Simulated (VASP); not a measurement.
Here is a VASP 6.6.1 calculation.

The input INCAR:

```
SYSTEM = KBr
ALGO     = Normal         ! electronic algorithm
EDIFF    = 1E-6           ! SCF threshold, eV
ENCUT    = 520            ! plane-wave cutoff, eV
GGA      = PS             ! functional
ISIF     = 2              ! what is computed and relaxed
ISMEAR   = 0              ! smearing method
LASPH    = .True.         ! aspherical terms in the spheres
LCHARG   = .True.         ! write CHGCAR
LELF     = .True.         ! ELF
LREAL    = .False.        ! projectors in reciprocal space
LVHAR    = .True.       
LWAVE    = .False.        ! write WAVECAR
NBANDS   = 15             ! bands
NELM     = 80             ! most SCF steps
PREC     = Accurate       ! precision mode
SIGMA    = 0.05           ! smearing width, eV
```

The input KPOINTS:

```
k-points
0
Gamma
  6 6 6
  0 0 0
```

Contents of POSCAR:

```
KBr
1.0
    0.0000000000      3.3130781250      3.3130781250
    3.2925000000      0.0205781250      3.2925000000
    3.2925000000      3.2925000000      0.0205781250
K Br
1 1
Direct
    0.0000000000      0.0000000000      0.0000000000
    0.5000000000      0.5000000000      0.5000000000
```

Potentials or basis: VASP PAW PBE potentials, release 64 (K_sv, Br).

The run is started by

```console
$ cat potpaw_PBE.64/K_sv/POTCAR potpaw_PBE.64/Br/POTCAR > POTCAR
$ mpirun -np 1 vasp_std > vasp.out
```

Estimate the band gap on the k mesh.

4.28 eV, direct.

Estimate the pressure.

-0.2 GPa.

Stress tensor (GPa, compression positive):
```
-0.18  0.00  0.00
 0.00 -0.18 -0.06
 0.00 -0.06 -0.18
```

Caveat: the cell differs from its parent crystal (strain +0.0125 x Voigt [0, 0, 0, 1, 0, 0]); the PAW data sets were made with another functional, which shifts forces and pressure a little.
